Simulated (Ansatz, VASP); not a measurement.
**MgS: VASP beside Ansatz**

```xyz
4
Lattice="4.0346 0.0000 0.0000 -2.0173 3.4941 0.0000 0.0000 0.0000 6.4323" Properties=species:S:1:pos:R:3 pbc="T T T"
S     2.0173    1.1647    5.6556
S     0.0000    2.3294    2.4394
Mg    0.0000    2.3294    6.4050
Mg    2.0173    1.1647    3.1888
```

Alike in both runs: task single point; functional LDA; k mesh 8 × 8 × 4; occupations fermi-dirac, width 0.05 eV; no spin polarisation.

|  | VASP | Ansatz |
| --- | --- | --- |
| version | VASP 6.6.1 | Ansatz 0.2.0 |
| potentials or method | VASP PAW LDA potentials, release 64 (S, Mg), cutoff 520 eV | all-electron LAPW, scalar-relativistic |

```csv
,VASP,Ansatz,Ansatz less VASP
gap on the k mesh at the Fermi level (eV),3.16,3.15,-0.010
least direct gap on the mesh (eV),3.16,3.15,-0.010
pressure (GPa),-2.4,-2.1,+0.34
"traceless stress, the component that is largest in VASP (GPa)",-0.12,-0.13,-0.012
rms of the force components (eV/Å),0.031,0.030,-0.0010
```

LDA's correlation is that of Perdew and Zunger in VASP and of Perdew and Wang (1992) in Ansatz. Atom by atom the forces differ by 0.001 eV/Å (rms over components). Ansatz ran all-electron here, and VASP with PAW potentials.
